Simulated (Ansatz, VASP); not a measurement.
# One calculation of BeTe, two programs

INCAR

```
SYSTEM = BeTe
ALGO = Normal
EDIFF = 1E-6
ENCUT = 600
GGA = RE
GGA_COMPAT = .FALSE.
ISIF = 2
ISMEAR = 0
IVDW = 13
LASPH = .TRUE.
LCHARG = .FALSE.
LREAL = .FALSE.
LWAVE = .FALSE.
NBANDS = 11
NELM = 120
PREC = Accurate
SIGMA = 0.05
```

The input KPOINTS:

```
k-points
0
G
  8 8 8
  0 0 0
```

POSCAR

```
BeTe
1.0
    0.0000000000      2.7694636196      2.7694636196
    2.7694636196      0.0000000000      2.7694636196
    2.7694636196      2.7694636196      0.0000000000
Be Te
1 1
Direct
    0.0000000000      0.0000000000      0.0000000000
    0.7500000000      0.7500000000      0.7500000000
```

Input for Ansatz:

```yaml
crystal:
  lattice:
    - [0.0, 2.7694636196, 2.7694636196]
    - [2.7694636196, 0.0, 2.7694636196]
    - [2.7694636196, 2.7694636196, 0.0]
  atoms:
    - { symbol: Be, position: [0.0, 0.0, 0.0] }
    - { symbol: Te, position: [0.75, 0.75, 0.75] }
basis:
  ecutwfc: 420
  ecutrho_ratio: 4
kpoints:
  mp_grid: { grid: [8, 8, 8] }
hamiltonian:
  xc: revpbe
  dispersion: d4
scf:
  occupations: { method: gaussian, width: 0.05 }
output:
  forces: true
  stress: true
  eigenvalues: true
```

Alike in both runs: task single point; functional revPBE; dispersion D4; k mesh 8 × 8 × 8; occupations gaussian, width 0.05 eV; no spin polarisation.

|  | VASP | Ansatz |
| --- | --- | --- |
| version | VASP 6.6.1 | Ansatz 0.2.0 |
| potentials or method | VASP PAW PBE potentials, release 64 (Be, Te), cutoff 600 eV | scalar-relativistic, plane waves, PAW |
| valence electrons in the cell | 8 | 18 |

|  | VASP | Ansatz | Ansatz less VASP |
| --- | --- | --- | --- |
| gap on the k mesh at the Fermi level (eV) | 1.91 | 1.92 | +0.018 |
| least direct gap on the mesh (eV) | 3.58 | 3.61 | +0.023 |
| pressure (GPa) | 1.4 | 1.3 | -0.14 |

VASP's potentials were made for PBE, not for revPBE. VASP's potentials hold 8 valence electrons a cell and Ansatz's 18, so a difference there can come from the potentials and not from the codes.

Neither program's run includes spin-orbit coupling.
